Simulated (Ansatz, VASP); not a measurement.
**Two plane-wave programs on Ni**

```
Ni
1.0
     0.00000    2.53814    2.53814
     2.53814    0.00000    2.53814
     2.53814    2.53814    0.00000
Ni
2
Direct
  0.12500 0.12500 0.12500
  0.87500 0.87500 0.87500
```

Alike in both runs: task single point; functional revPBE; k mesh 12 × 12 × 12; occupations fermi-dirac, width 0.05 eV; collinear spin.

```csv
,VASP,Ansatz
version,VASP 6.6.1,Ansatz 0.2.0
potentials or method,"VASP PAW PBE potentials, release 64 (Ni), cutoff 520 eV","plane waves (420 eV) with PAW, scalar-relativistic"
valence electrons in the cell,20,36
```

```tsv
	VASP	Ansatz	Ansatz less VASP
pressure (GPa)	3.7	3.8	+0.01
net moment per atom (μB)	0.78	0.79	+0.014
size of the moment on the site where the two differ most (μB)	0.79	0.84	+0.050
```

VASP's potentials were made for PBE, not for revPBE. Site moments also hang on the region over which each program counts them. VASP's potentials hold 20 valence electrons a cell and Ansatz's 36, so a difference there can come from the potentials and not from the codes.
